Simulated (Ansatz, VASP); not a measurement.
**Sr in VASP and in Ansatz**

```
Sr
1.0
     4.25175    0.00000    0.00000
    -2.12587    3.68212    0.00000
     0.00000    0.00000    6.95472
Sr
2
Direct
  0.33333 0.66667 0.25000
  0.66667 0.33333 0.75000
```

Change from the starting cell: volume scaled by 0.96, PAW files.

Alike in both runs: task electric field gradients; functional PBE; k mesh 10 × 10 × 5; occupations fermi-dirac, width 0.08 eV; no spin polarisation.

```csv
,VASP,Ansatz
version,VASP 6.6.1,Ansatz 0.2.0
potentials or method,"VASP PAW PBE potentials, release 64 (Sr_sv)","PAW with Ansatz's default frozen-core files, scalar-relativistic"
plane-wave cutoff (eV),520,420
valence electrons in the cell,20,20
```

VASP gave:

```
pressure (GPa)                                                : 0.2
traceless stress, the component that is largest in VASP (GPa) : 0.09
size of Vzz on the site where it differs most (V/Å²)          : 4.5
```

Task: Which values does Ansatz return?

Result: Pressure (GPa): 0.2; traceless stress, the component that is largest in VASP (GPa): 0.09; size of Vzz on the site where it differs most (V/Å²): 4.7.
